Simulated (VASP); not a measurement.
# InSb (F-43m) in VASP: a series of runs, part 2 of 2

VASP 6.6.1. The steps go on from the part before.

### Step 3. Single point, PBEsol (33.30 Å³/atom)

This run uses another cell than the first one, of 33.30 Å³/atom.

File INCAR:

```
SYSTEM = InSb
PREC     = Accurate       ! precision mode
ENCUT    = 520            ! plane-wave cutoff, eV
EDIFF    = 1E-7           ! SCF threshold, eV
ISMEAR   = -1             ! smearing method
SIGMA    = 0.05           ! smearing width, eV
LREAL    = .FALSE.        ! projectors in reciprocal space
LASPH    = .TRUE.         ! aspherical terms in the spheres
NELM     = 60             ! most SCF steps
ALGO     = Normal         ! electronic algorithm
ISIF     = 2              ! what is computed and relaxed
LWAVE    = .FALSE.        ! write WAVECAR
LCHARG   = .FALSE.        ! write CHGCAR
GGA      = PS             ! functional
NBANDS   = 16             ! bands
```

File KPOINTS:

```
Automatic mesh
0
G
  9 9 9
  0 0 0
```

File POSCAR:

```
InSb
1.0
    0.0000000000      3.2173604188      3.2173604188
    3.2173604188      0.0000000000      3.2173604188
    3.2173604188      3.2173604188      0.0000000000
In Sb
1 1
Direct
    0.0000000000      0.0000000000      0.0000000000
    0.7500000000      0.7500000000      0.7500000000
```

Potentials or basis: VASP PAW PBE potentials, release 64 (In_d, Sb).

The run is started by

```console
> cat potpaw_PBE.64/In_d/POTCAR potpaw_PBE.64/Sb/POTCAR > POTCAR
> mpirun -np 1 vasp_std > vasp.out
```

OUTCAR:

```text
SYSTEM = InSb
   PREC = Accurate
   ENCUT = 520
   EDIFF = 1E-7
   ISMEAR = -1
   LREAL = .FALSE.
   LASPH = .TRUE.
   NELM = 60
   ISIF = 2
   GGA = PS

 ion  position               nearest neighbor table
   1  0.000  0.000  0.000-   2 2.79   2 2.79   2 2.79   2 2.79
   2  0.750  0.750  0.750-   1 2.79   1 2.79   1 2.79   1 2.79

  LATTYP: Found a face centered cubic cell.
 ALAT       =     6.4347208376

  Lattice vectors:

 A1 = (   0.0000000000,   3.2173604188,   3.2173604188)
 A2 = (   3.2173604188,   0.0000000000,   3.2173604188)
 A3 = (   3.2173604188,   3.2173604188,   0.0000000000)

Analysis of symmetry for initial positions (statically):
=====================================================================
 Subroutine PRICEL returns:
 Original cell was already a primitive cell.

 Routine SETGRP: Setting up the symmetry group for a
 face centered cubic supercell.

 Subroutine GETGRP returns: Found 24 space group operations
 (whereof 24 operations were pure point group operations)
 out of a pool of 48 trial point group operations.

The static configuration has the point symmetry T_d .

Analysis of symmetry for dynamics (positions and initial velocities):
=====================================================================
 Subroutine PRICEL returns:
 Original cell was already a primitive cell.

 Routine SETGRP: Setting up the symmetry group for a
 face centered cubic supercell.

 Subroutine GETGRP returns: Found 24 space group operations
 (whereof 24 operations were pure point group operations)
 out of a pool of 48 trial point group operations.

The dynamic configuration has the point symmetry T_d .

 Subroutine INISYM returns: Found 24 space group operations
 (whereof 24 operations are pure point group operations),
 and found     1 'primitive' translations

[... 110 lines left out ...]
   EFERMI_NEDOS =   21; number of points for ismear=-14 and -15
   IALGO  =     38    algorithm
   IMIX   =      4    mixing-type and parameters
     AMIX     =   0.40;   BMIX     =  1.00
     AMIX_MAG =   1.60;   BMIX_MAG =  1.00
  volume/ion in A,a.u.               =      33.30       224.75
  Fermi-wavevector in a.u.,A,eV,Ry     =   1.058415  2.000114 15.241820  1.120242
  Thomas-Fermi vector in A             =   2.193723
   LORBIT       =      0    0 simple, 1 ext, 2 COOP (PROOUT), +10 PAW based schemes
   GGA     = PS    functional components
   LHFCALC =     F    Hartree Fock is set to
   AEXX    =    0.0000 exact exchange contribution
   IVDW    =     0    specifies the selected vdW correction
   LEPSILON=     F    determine dielectric tensor
   LRPA    =     F    only Hartree local field effects (RPA)
 non-spin polarized calculation
  energy-cutoff  :      520.00
  volume of cell :       66.61
 maximum number of plane-waves:      1820
 NGX is ok and might be reduce to    36
   NGX = 17   NGY = 17   NGZ = 17

 number of electron      17.9999998 magnetization

 Free energy of the ion-electron system (eV)
  ---------------------------------------------------
  ext. energy  EPLUGINS =         0.00000000
  ---------------------------------------------------
  free energy    TOTEN  =        -7.68304847 eV

  energy without entropy =       -7.68262719  energy(sigma->0) =       -7.68283783

 E-fermi :   5.2369     XC(G=0):  -8.9567

 val. band max:        5.1832312318   @ k =   0.0000   0.0000   0.0000
 cond. band min:       5.7088904503   @ k =   0.4444   0.0000   0.0000
 fundamental gap:      0.5256592185
 Fermi energy:         5.2368989129

 k-point     1 :       0.0000    0.0000    0.0000
  band No.  band energies     occupation
      1      -9.4055      2.00000
      2      -9.4055      2.00000
      3      -9.4055      2.00000
      4      -9.3128      2.00000
      5      -9.3128      2.00000
      6      -5.7001      2.00000
[... 433 lines left out ...]
      3      -9.3584      2.00000
      4      -9.3341      2.00000
      5      -9.3033      2.00000
      6      -3.7579      2.00000
[... 8 lines left out ...]
     15      15.3001      0.00000
     16      16.0025      0.00000

 [... further k-points ...]

------------------------ aborting loop because EDIFF is reached ----------------------------------------

  FORCE on cell =-STRESS in cart. coord.  units (eV):
  Direction    XX          YY          ZZ          XY          YZ          ZX
  --------------------------------------------------------------------------------------
  -------------------------------------------------------------------------------------
  Total        0.7754082      0.7754082      0.7754082      0.0000000     -0.0000000      0.0000000
  in kB       18.6514163     18.6514163     18.6514163      0.0000000     -0.0000000      0.0000000
  external PRESSURE =      18.6514163 kB  Pullay stress =       0.0000000 kB

 VOLUME and BASIS-vectors are now :
 -----------------------------------------------------------------------------
  energy-cutoff  :      520.00
  volume of cell :       66.61
      direct lattice vectors                 reciprocal lattice vectors
     0.000000000  3.217360419  3.217360419    -0.155406897  0.155406897  0.155406897
     3.217360419  0.000000000  3.217360419     0.155406897 -0.155406897  0.155406897
     3.217360419  3.217360419  0.000000000     0.155406897  0.155406897 -0.155406897

 POSITION                                       TOTAL-FORCE (eV/Angst)
 -----------------------------------------------------------------------------------
      0.00000      0.00000      0.00000         0.000000      0.000000      0.000000
      4.82604      4.82604      4.82604        -0.000000     -0.000000     -0.000000
 -----------------------------------------------------------------------------------
    total drift:                                0.000000      0.000000      0.000000

  FREE ENERGIE OF THE ION-ELECTRON SYSTEM (eV)
  ---------------------------------------------------
  free  energy   TOTEN  =        -7.6830484716 eV

  energy  without entropy=       -7.6826271880  energy(sigma->0) =       -7.68283783
```

OSZICAR:

```text
N       E                     dE             d eps       ncg     rms          rms(c)
DAV:   1     0.109926119078E+03    0.10993E+03   -0.79184E+03  1120   0.113E+03
DAV:   2    -0.100064557846E+01   -0.11093E+03   -0.10742E+03  1296   0.278E+02
DAV:   3    -0.763431571937E+01   -0.66337E+01   -0.66152E+01  1368   0.697E+01
DAV:   4    -0.782454675527E+01   -0.19023E+00   -0.19020E+00  1488   0.137E+01
DAV:   5    -0.783395765018E+01   -0.94109E-02   -0.94108E-02  1648   0.242E+00    0.420E+00
DAV:   6    -0.770842646877E+01    0.12553E+00   -0.17818E-01  1656   0.709E+00    0.239E+00
DAV:   7    -0.768345970536E+01    0.24967E-01   -0.70436E-02  1544   0.278E+00    0.622E-01
DAV:   8    -0.768264804176E+01    0.81166E-03   -0.79333E-03  1496   0.103E+00    0.281E-01
DAV:   9    -0.768306077011E+01   -0.41273E-03   -0.89454E-04  1312   0.245E-01    0.870E-02
DAV:  10    -0.768302973690E+01    0.31033E-04   -0.51309E-05  1456   0.463E-02    0.362E-02
DAV:  11    -0.768304798266E+01   -0.18246E-04   -0.31664E-05  1288   0.411E-02    0.214E-02
DAV:  12    -0.768304868859E+01   -0.70593E-06   -0.11483E-06  1424   0.604E-03    0.584E-03
DAV:  13    -0.768304852211E+01    0.16648E-06   -0.39079E-07  1344   0.375E-03    0.250E-03
DAV:  14    -0.768304847159E+01    0.50522E-07   -0.28997E-08  1232   0.166E-03
   1 F= -.76830485E+01 E0= -.76828378E+01  d E =-.421284E-03
```

Run time: 73 s. Hardware: 1 thread of Intel Xeon 8259CL, shared host; peak memory 0.22 GiB.

Results:

- Free energy: -7.6830 eV
- Pressure: 1.9 GPa
- Band gap on the k mesh: zero (filled and empty bands touch)

Caveat: semilocal functionals underestimate gaps, so a narrow gap can read as zero; the PAW data sets were made with another functional, which shifts forces and pressure a little; spin-orbit coupling is left out, which moves the levels of the heavy elements.

### Step 4. Single point, PBEsol (34.32 Å³/atom)

This run uses another cell than the first one, of 34.32 Å³/atom.

File INCAR:

```
SYSTEM = InSb
PREC     = Accurate       ! precision mode
ENCUT    = 520            ! plane-wave cutoff, eV
EDIFF    = 1E-7           ! SCF threshold, eV
ISMEAR   = -1             ! smearing method
SIGMA    = 0.05           ! smearing width, eV
LREAL    = .False.        ! projectors in reciprocal space
LASPH    = .True.         ! aspherical terms in the spheres
NELM     = 80             ! most SCF steps
ALGO     = Normal         ! electronic algorithm
ISIF     = 2              ! what is computed and relaxed
LWAVE    = .False.        ! write WAVECAR
LCHARG   = .False.        ! write CHGCAR
GGA      = PS             ! functional
NBANDS   = 16             ! bands
```

File KPOINTS:

```
regular mesh
0
Gamma
  9 9 9
  0 0 0
```

File POSCAR:

```
InSb
1.0
    0.0000000000      3.2498612086      3.2498612086
    3.2498612086      0.0000000000      3.2498612086
    3.2498612086      3.2498612086      0.0000000000
In Sb
1 1
Direct
    0.0000000000      0.0000000000      0.0000000000
    0.7500000000      0.7500000000      0.7500000000
```

Potentials or basis: VASP PAW PBE potentials, release 64 (In_d, Sb).

The run is started by

```console
> cat potpaw_PBE.64/In_d/POTCAR potpaw_PBE.64/Sb/POTCAR > POTCAR
> mpirun -np 1 vasp_std > vasp.out
```

OUTCAR:

```text
SYSTEM = InSb
   PREC = Accurate
   ENCUT = 520
   EDIFF = 1E-7
   ISMEAR = -1
   LREAL = .False.
   LASPH = .True.
   NELM = 80
   ISIF = 2
   GGA = PS

 ion  position               nearest neighbor table
   1  0.000  0.000  0.000-   2 2.81   2 2.81   2 2.81   2 2.81
   2  0.750  0.750  0.750-   1 2.81   1 2.81   1 2.81   1 2.81

  LATTYP: Found a face centered cubic cell.
 ALAT       =     6.4997224172

  Lattice vectors:

 A1 = (   0.0000000000,   3.2498612086,   3.2498612086)
 A2 = (   3.2498612086,   0.0000000000,   3.2498612086)
 A3 = (   3.2498612086,   3.2498612086,   0.0000000000)

Analysis of symmetry for initial positions (statically):
=====================================================================
 Subroutine PRICEL returns:
 Original cell was already a primitive cell.

 Routine SETGRP: Setting up the symmetry group for a
 face centered cubic supercell.

 Subroutine GETGRP returns: Found 24 space group operations
 (whereof 24 operations were pure point group operations)
 out of a pool of 48 trial point group operations.

The static configuration has the point symmetry T_d .
[... 158 lines left out ...]

  energy without entropy =       -7.69723000  energy(sigma->0) =       -7.69744635

 E-fermi :   4.9175     XC(G=0):  -8.8278

 val. band max:        4.8622272498   @ k =   0.0000   0.0000   0.0000
 cond. band min:       5.3355542259   @ k =   0.4444   0.0000   0.0000
 fundamental gap:      0.4733269761
 Fermi energy:         4.9174809206

 k-point     1 :       0.0000    0.0000    0.0000
  band No.  band energies     occupation
      1      -9.6588      2.00000
      2      -9.6588      2.00000
      3      -9.6588      2.00000
      4      -9.5749      2.00000
      5      -9.5749      2.00000
      6      -5.8264      2.00000
[... 433 lines left out ...]
      3      -9.6168      2.00000
      4      -9.5935      2.00000
      5      -9.5662      2.00000
      6      -3.9893      2.00000
[... 8 lines left out ...]
     15      14.9133      0.00000
     16      15.4592      0.00000

 [... further k-points ...]

------------------------ aborting loop because EDIFF is reached ----------------------------------------

  FORCE on cell =-STRESS in cart. coord.  units (eV):
  Direction    XX          YY          ZZ          XY          YZ          ZX
  --------------------------------------------------------------------------------------
  -------------------------------------------------------------------------------------
  Total        0.1748052      0.1748052      0.1748052      0.0000000      0.0000000      0.0000000
  in kB        4.0798141      4.0798141      4.0798141      0.0000000      0.0000000      0.0000000
  external PRESSURE =       4.0798141 kB  Pullay stress =       0.0000000 kB

 VOLUME and BASIS-vectors are now :
 -----------------------------------------------------------------------------
  energy-cutoff  :      520.00
  volume of cell :       68.65
      direct lattice vectors                 reciprocal lattice vectors
     0.000000000  3.249861209  3.249861209    -0.153852724  0.153852724  0.153852724
     3.249861209  0.000000000  3.249861209     0.153852724 -0.153852724  0.153852724
     3.249861209  3.249861209  0.000000000     0.153852724  0.153852724 -0.153852724

 POSITION                                       TOTAL-FORCE (eV/Angst)
 -----------------------------------------------------------------------------------
      0.00000      0.00000      0.00000         0.000000      0.000000      0.000000
      4.87479      4.87479      4.87479        -0.000000     -0.000000     -0.000000
 -----------------------------------------------------------------------------------
    total drift:                                0.000000      0.000000      0.000000

  FREE ENERGIE OF THE ION-ELECTRON SYSTEM (eV)
  ---------------------------------------------------
  free  energy   TOTEN  =        -7.6976627028 eV

  energy  without entropy=       -7.6972299988  energy(sigma->0) =       -7.69744635
```

Run time: 65 s. Hardware: 1 thread of Intel Xeon 8259CL, shared host; peak memory 0.22 GiB.

Results:

```yaml
Free_energy: -7.6977 eV
Pressure: 0.4 GPa
Band_gap_on_the_k_mesh: zero (filled and empty bands touch)
```

Caveat: semilocal functionals underestimate gaps, so a narrow gap can read as zero; the PAW data sets were made with another functional, which shifts forces and pressure a little; spin-orbit coupling is left out, which moves the levels of the heavy elements.

### Step 5. Summary

```csv
cell,gap on the mesh (eV),pressure (GPa)
"a = 4.487 Å, angles 60.0°, 2 atoms",0.10,4.2
"a = 4.550 Å, angles 60.0°, 2 atoms",none,1.9
"a = 4.596 Å, angles 60.0°, 2 atoms",none,0.4
```

Alike in all rows: task single point; level PBEsol; potentials or basis VASP PAW PBE potentials, release 64 (In_d, Sb); no spin polarisation; k mesh 9 × 9 × 9; cutoff (eV) 520; smearing fermi-dirac 0.05 eV.

Caveats: the PAW data sets were made with another functional, which shifts forces and pressure a little; spin-orbit coupling is left out, which moves the levels of the heavy elements; semilocal functionals underestimate gaps, so a narrow gap can read as zero (at least some runs); the cell stands under pressure (at least some runs).

Absolute energies hang on the potentials; compare differences alone.
